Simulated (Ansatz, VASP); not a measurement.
One calculation of TeP2, two programs

INCAR

```
SYSTEM = TeP2
PREC = Accurate
ENCUT = 600
EDIFF = 1E-6
ISMEAR = 0
SIGMA = 0.1
LREAL = .FALSE.
LASPH = .TRUE.
NELM = 100
ALGO = Normal
ISIF = 3
LWAVE = .FALSE.
LCHARG = .FALSE.
GGA = PE
IBRION = 2
NSW = 100
EDIFFG = -0.01
```

KPOINTS

```
regular mesh
0
G
  12 12 10
  0 0 0
```

Contents of POSCAR:

```
TeP2
1.0
    3.6893728809      0.0000000000      0.0000000000
    0.0000000000      3.6893728809      0.0000000000
    0.0000000000      0.0000000000      5.0239696431
Te P
1 2
Direct
    0.0000000000      0.0000000000      0.0000000000
    0.5000000000      0.5000000000      0.2941609656
    0.5000000000      0.5000000000      0.7058390344
```

Input for Ansatz:

```yaml
crystal:
  lattice:
    - [3.6893728809, 0.0, 0.0]
    - [0.0, 3.6893728809, 0.0]
    - [0.0, 0.0, 5.0239696431]
  atoms:
    - { symbol: Te, position: [0.0, 0.0, 0.0] }
    - { symbol: P, position: [0.5, 0.5, 0.2941609656] }
    - { symbol: P, position: [0.5, 0.5, 0.7058390344] }
basis:
  ecutwfc: 420
kpoints:
  mp_grid: { grid: [12, 12, 10] }
hamiltonian:
  xc: pbe
scf:
  occupations: { method: gaussian, width: 0.1 }
output:
  forces: true
  stress: true
  eigenvalues: true
relax:
  adjacent_minimum: "off"
  f_tol: 0.01
  max_steps: 80
  cell: { stress_tol: 0.05 }
```

Change from the starting cell: species swapped into the Ga2Cu type (P4/mmm, No. 123).

Alike in both runs: task relaxation of cell and atoms; functional PBE; k mesh 12 × 12 × 10; occupations gaussian, width 0.1 eV; no spin polarisation.

|  | VASP | Ansatz |
| --- | --- | --- |
| version | VASP 6.6.1 | Ansatz 0.2.0 |
| potentials or method | VASP PAW PBE potentials, release 64 (Te, P), cutoff 600 eV | scalar-relativistic, plane waves, PAW |
| valence electrons in the cell | 16 | 26 |

Ansatz gave:

```
gap on the k mesh at the Fermi level, each at its own relaxed structure (eV) : none
relaxed volume (Å³/atom)                                                     : 22.92
relaxed cell length with the largest relative difference (Å)                 : 5.035
```

**Question.** Which values does VASP return?

**Answer.** gap on the k mesh at the Fermi level, each at its own relaxed structure (eV): none; relaxed volume (Å³/atom): 22.89; relaxed cell length with the largest relative difference (Å): 5.028.

A gap of «none» marks a metal or a gap that the smearing closes. VASP's potentials hold 16 valence electrons a cell and Ansatz's 26, so a difference there can come from the potentials and not from the codes.

Neither program's run includes spin-orbit coupling.
